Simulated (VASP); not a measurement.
Here is a VASP 6.6.1 calculation.

Contents of INCAR:

```
PREC = Accurate
ENCUT = 520
EDIFF = 1E-6
ISMEAR = 0
SIGMA = 0.1
LREAL = False
LASPH = True
NELM = 60
ALGO = Normal
ISIF = 2
LWAVE = False
LCHARG = False
GGA = PS
NBANDS = 30
```

The input KPOINTS:

```
Automatic mesh
0
Gamma
  12 12 6
```

POSCAR

```
HfC
1.0
    3.2582291144     -0.0000002861      0.0000000000
   -1.6291143095      2.8217093275      0.0000000000
    0.0000000000      0.0000000000      7.9788373556
Hf C
3 3
Direct
    0.0000000000      0.0000000000      0.0000000000
    0.3333333333      0.6666666667      0.3333333333
    0.6666666667      0.3333333333      0.6666666667
    0.6666666667      0.3333333333      0.1666666667
    0.0000000000      0.0000000000      0.5000000000
    0.3333333333      0.6666666667      0.8333333333
```

Potentials or basis: VASP PAW PBE potentials, release 64 (Hf_pv, C).

Command:

```sh
$ cat potpaw_PBE.64/Hf_pv/POTCAR potpaw_PBE.64/C/POTCAR > POTCAR
$ mpirun -np 1 vasp_std > vasp.out
```

Task: Predict the band gap on the k mesh.

Result: Zero (bands 21 and 22 overlap by 1.46 eV).

Task: Predict the pressure.

Result: -0.4 GPa.

Caveat: the PAW data sets were made with another functional, which shifts forces and pressure a little; spin-orbit coupling is left out, which moves the levels of the heavy elements.
